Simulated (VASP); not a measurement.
Here is a VASP 6.6.1 calculation.

INCAR

```
SYSTEM = SnO
PREC = Accurate
ENCUT = 600
EDIFF = 1E-6
ISMEAR = 0
SIGMA = 0.15
LREAL = .FALSE.
LASPH = .TRUE.
NELM = 120
ALGO = Normal
ISIF = 2
LWAVE = .FALSE.
LCHARG = .FALSE.
GGA = PS
IVDW = 12
NBANDS = 28
GGA_COMPAT = .FALSE.
```

Contents of KPOINTS:

```
regular mesh
0
G
  12 12 10
  0 0 0
```

Contents of POSCAR:

```
SnO
1.0
    3.7703910616      0.0000000000      0.0000000000
    0.0000000000      3.7703910616      0.0000000000
    0.0000000000      0.0000000000      4.5633702865
Sn O
2 2
Direct
   -0.0459382271      0.4540617729      0.2153030719
    0.4540617729     -0.0459382271      0.7087858931
    0.0000000000      0.0000000000      0.0000000000
    0.5000000000      0.5000000000      0.0000000000
```

Potentials or basis: VASP PAW PBE potentials, release 64 (Sn_d, O).

The run is started by

```console
$ cat potpaw_PBE.64/Sn_d/POTCAR potpaw_PBE.64/O/POTCAR > POTCAR
$ mpirun -np 1 vasp_std > vasp.out
```

Q: Estimate the band gap on the k mesh.

A: Zero (bands 20 and 21 overlap by 0.41 eV).

Q: Estimate the pressure.

A: 4.5 GPa.

Forces in eV/Å, atoms in the order of the input:
```
Sn   1.468  1.468  2.266
Sn   0.291  0.291  0.544
O   -0.159 -1.601 -1.405
O   -1.601 -0.159 -1.405
```

Caveat: the cell differs from its parent crystal (all Sn atoms moved -0.300 Å, as atom 1 along Cartesian [1 1 1]); the cell stands under pressure; semilocal functionals underestimate gaps, and a narrow one can read as zero; the PAW data sets were made with another functional, which shifts forces and pressure a little; spin-orbit coupling is left out, which moves the levels of the heavy elements.
